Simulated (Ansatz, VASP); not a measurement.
# One calculation of Pb, two programs

```
Pb
1.0
     3.03861   -1.75032    0.00000
     3.03861    1.75032    0.00000
    -2.11546    0.00000    6.09522
Pb
2
Direct
  0.09149 0.09149 0.27371
  0.90851 0.90851 0.72629
```

Alike in both runs: task single point; functional PBE; dispersion D3(BJ); k mesh 6 × 6 × 4; no spin polarisation.

|  | VASP | Ansatz |
| --- | --- | --- |
| version | VASP 6.6.1 | Ansatz 0.2.0 |
| potentials or method | VASP PAW PBE potentials, release 64 (Pb_d), cutoff 520 eV | scalar-relativistic, plane waves, PAW |
| occupations | fermi-dirac, width 0.025852 eV | fermi-dirac |
| valence electrons in the cell | 28 | 28 |

```csv
,VASP,Ansatz,Ansatz less VASP
gap on the k mesh at the Fermi level (eV),none,none,-
pressure (GPa),-0.7,-0.6,+0.09
"traceless stress, the component that is largest in VASP (GPa)",1.80,1.80,+0.002
rms of the force components (eV/Å),0.115,0.115,0.0000
```

Atom by atom the forces differ by 0.000 eV/Å (rms over components). A gap of «none» marks a metal or a gap that the smearing closes.

Spin-orbit coupling is off throughout.
